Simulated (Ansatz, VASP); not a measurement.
# BN: VASP beside Ansatz

```
CELL_PARAMETERS angstrom
0.00000 2.15443 2.15443
2.15443 0.00000 2.15443
2.15443 2.15443 0.00000
ATOMIC_POSITIONS crystal
B 0.00000 0.00000 0.00000
N 0.25000 0.25000 0.25000
```

Alike in both runs: task relaxation of cell and atoms; functional r2SCAN; k mesh 15 × 15 × 15; occupations fermi-dirac, width 0.08 eV; no spin polarisation.

```csv
,VASP,Ansatz
version,VASP 6.6.1,Ansatz 0.2.0
potentials or method,"VASP PAW PBE potentials, release 64 (B, N)","PAW with Ansatz's default frozen-core files, scalar-relativistic"
plane-wave cutoff (eV),600,500
valence electrons in the cell,8,8
```

Ansatz gave:

| Quantity | Value |
| --- | --- |
| relaxed volume (Å³/atom) | 5.88 |
| relaxed cell length with the largest relative difference (Å) | 2.552 |

Problem. What did VASP give for the same quantities?

Solution. Relaxed volume (Å³/atom): 5.90; relaxed cell length with the largest relative difference (Å): 2.556.

VASP's potentials were made for PBE, not for r2SCAN.

Noted on VASP's run: the volume moved by over 15 % at a fixed basis, so the end points are rough.
